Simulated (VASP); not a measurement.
Wanted: the native input for a VASP 6.6.1 run.

```
Task                   : single point
Functional             : PBE
Dispersion             : D4
Potentials or basis    : VASP PAW PBE potentials, release 64 (Mg)
Cutoff                 : 520 eV
k mesh                 : 10 × 10 × 9
Occupations            : fermi-dirac, width 0.05 eV
Spin                   : no spin polarisation
Dipole correction      : no
Further INCAR settings : ALGO = Fast; EDIFF = 1e-06; NBANDS = 7
```

The structure of Mg lies in POSCAR:

```
Mg
1.0
    3.0662940067      0.0000000000      0.0000000000
   -1.5331470034      2.6554885052      0.0000000000
    0.0000000000      0.0000000000      3.0266695735
Mg
1
Direct
    0.0000000000      0.0000000000      0.0000000000
```

This isn't the form of Mg at room conditions, which is hcp.

The input as run:

INCAR

```
SYSTEM = Mg
PREC = Accurate
ENCUT = 520
EDIFF = 1E-6
ISMEAR = -1
SIGMA = 0.05
LREAL = .False.
LASPH = .True.
NELM = 100
ALGO = Fast
ISIF = 2
LWAVE = .False.
LCHARG = .False.
GGA = PE
IVDW = 13
NBANDS = 7
```

KPOINTS

```
Automatic mesh
0
Gamma
  10 10 9
  0 0 0
```

Potentials or basis: VASP PAW PBE potentials, release 64 (Mg).

Launch:

```console
$ cat potpaw_PBE.64/Mg/POTCAR > POTCAR
$ mpirun -np 1 vasp_std > vasp.out
```

Results of the run:

- Pressure: -0.1 GPa
- Band gap on the k mesh: zero (bands 1 and 2 overlap by 3.48 eV)
- Dispersion energy per atom: -0.153 eV

It took 5.3 s on 1 thread of Intel Xeon 8259CL, on a shared host, peak memory 0.14 GiB.
